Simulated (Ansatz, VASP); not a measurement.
# Sb in VASP and in Ansatz

Contents of POSCAR:

```
Sb
1.0
    3.3545324186      0.0000000000      0.0000000000
   -1.6772662093      2.9051102923      0.0000000000
    0.0000000000      0.0000000000      5.4701606500
Sb
2
Direct
    0.6666666667      0.3333333333      0.7500000000
    0.3333333333      0.6666666667      0.2500000000
```

INCAR.step1

```
SYSTEM = Sb
PREC     = Accurate       ! precision mode
ENCUT    = 520            ! plane-wave cutoff, eV
ISMEAR   = -1             ! smearing method
SIGMA    = 0.05           ! smearing width, eV
LREAL    = .FALSE.        ! projectors in reciprocal space
LASPH    = .TRUE.         ! aspherical terms in the spheres
NELM     = 60             ! most SCF steps
NBANDS   = 12             ! bands
GGA      = PE             ! functional
ALGO     = Normal         ! electronic algorithm
EDIFF    = 1E-4           ! SCF threshold, eV
LWAVE    = .TRUE.         ! write WAVECAR
LCHARG   = .FALSE.        ! write CHGCAR
```

The input INCAR.step2:

```
SYSTEM = Sb
PREC     = Accurate       ! precision mode
ENCUT    = 520            ! plane-wave cutoff, eV
EDIFF    = 1E-6           ! SCF threshold, eV
ISMEAR   = -1             ! smearing method
SIGMA    = 0.05           ! smearing width, eV
LREAL    = .FALSE.        ! projectors in reciprocal space
LASPH    = .TRUE.         ! aspherical terms in the spheres
NELM     = 60             ! most SCF steps
ALGO     = Normal         ! electronic algorithm
ISIF     = 2              ! what is computed and relaxed
LWAVE    = .FALSE.        ! write WAVECAR
LCHARG   = .TRUE.         ! write CHGCAR
METAGGA  = R2SCAN         ! meta-GGA
LMIXTAU  = .TRUE.       
LELF     = .TRUE.         ! ELF
LVHAR    = .TRUE.       
NBANDS   = 12             ! bands
ISTART   = 1
```

KPOINTS

```
Automatic mesh
0
G
  5 5 3
  0 0 0
```

File input.yaml:

```yaml
crystal:
  lattice:
    - [3.3545324186, 0.0, 0.0]
    - [-1.6772662093, 2.9051102923, 0.0]
    - [0.0, 0.0, 5.47016065]
  atoms:
    - { symbol: Sb, position: [0.6666666667, 0.3333333333, 0.75] }
    - { symbol: Sb, position: [0.3333333333, 0.6666666667, 0.25] }
hamiltonian:
  xc: r2scan
  pseudopotentials: { kind: paw }
kpoints:
  mp_grid: { grid: [5, 5, 3] }
scf:
  occupations: { method: fermi_dirac, width: 0.05 }
output:
  forces: true
  stress: true
  eigenvalues: true
```

Alike in both runs: task single point; functional r2SCAN; k mesh 5 × 5 × 3; occupations fermi-dirac, width 0.05 eV; no spin polarisation.

|  | VASP | Ansatz |
| --- | --- | --- |
| version | VASP 6.6.1 | Ansatz 0.2.0 |
| potentials or method | VASP PAW PBE potentials, release 64 (Sb) | Ansatz PAW |
| plane-wave cutoff (eV) | 520 | 500 |
| valence electrons in the cell | 10 | 30 |

```csv
,VASP,Ansatz,Ansatz less VASP
gap on the k mesh at the Fermi level (eV),none,none,-
pressure (GPa),-0.4,-0.3,+0.10
"traceless stress, the component that is largest in VASP (GPa)",3.51,3.51,+0.004
```

VASP's potentials were made for PBE, not for r2SCAN. A gap of «none» marks a metal or a gap that the smearing closes. The functional is the same, so the differences come from potentials, cutoffs and numerics. VASP's potentials hold 10 valence electrons a cell and Ansatz's 30, so a difference there can come from the potentials and not from the codes.

The k mesh is coarse, so the values compare programs but aren't converged. Spin-orbit coupling is off throughout.
